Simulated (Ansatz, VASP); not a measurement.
## Au in VASP and in Ansatz

```xyz
1
Lattice="-1.6573 1.6573 1.6573 1.6573 -1.6573 1.6573 1.6573 1.6573 -1.6573" Properties=species:S:1:pos:R:3 pbc="T T T"
Au    0.0000    0.0000    0.0000
```

Alike in both runs: functional r2SCAN; k mesh 11 × 11 × 11; occupations fermi-dirac, width 0.05 eV; no spin polarisation.

```csv
,VASP,Ansatz
version,VASP 6.6.1,Ansatz 0.2.0
potentials or method,"VASP PAW PBE potentials, release 64 (Au)",Ansatz PAW
plane-wave cutoff (eV),520,500
valence electrons in the cell,11,19
task,single point,band structure
```

VASP gave:

```
gap on the k mesh at the Fermi level (eV) : none
pressure (GPa)                            : -3.9
```

Problem. Estimate Ansatz's values.

Solution. gap on the k mesh at the Fermi level (eV): none; pressure (GPa): -4.1.

VASP's potentials were made for PBE, not for r2SCAN. A gap of «none» marks a metal or a gap that the smearing closes. VASP's potentials hold 11 valence electrons a cell and Ansatz's 19, so a difference there can come from the potentials and not from the codes.

Neither program's run includes spin-orbit coupling.
